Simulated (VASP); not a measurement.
## P: single point with PBEsol+D3(BJ)

P:

```xyz
1
Lattice="2.2214 0.0000 0.0000 0.0000 2.2214 0.0000 0.0000 0.0000 2.2214" Properties=species:S:1:pos:R:3 pbc="T T T"
P     0.0000    0.0000    0.0000
```

```json
{
 "Program": "VASP 6.6.1",
 "Task": "single point",
 "Functional": "PBEsol",
 "Dispersion": "D3(BJ)",
 "Potentials or basis": "VASP PAW PBE potentials, release 64 (P)",
 "Cutoff": "500 eV",
 "k mesh": "20 × 20 × 20",
 "Occupations": "gaussian, width 0.1 eV",
 "Spin": "no spin polarisation",
 "Dipole correction": "no",
 "Further INCAR settings": "ALGO = Normal; EDIFF = 1e-06; NBANDS = 8"
}
```

```yaml
Pressure: 48.1 GPa
Dispersion_energy_per_atom: -0.521 eV
```

Levels at points of the mesh, in eV from the Fermi level:
```tsv
k point	band 1	band 2	band 3	band 4	band 5	band 6
(0.00, 0.00, 0.00)	-19.76	6.38	6.38	6.73	6.73	6.73
(0.50, 0.00, 0.00)	-13.79	-11.43	9.66	10.98	10.98	15.64
(0.50, 0.50, 0.00)	-7.11	-6.78	-6.78	-1.09	15.08	18.96
(0.50, 0.50, 0.50)	-2.45	-2.45	-2.45	2.30	3.56	3.56
```

It took 17 s on 1 thread of Intel Xeon 8259CL, on a shared host, peak memory 0.13 GiB.

Caveat: the PAW data sets were made with another functional, which shifts forces and pressure a little; pairwise dispersion overbinds metals, which lowers pressure and volume.
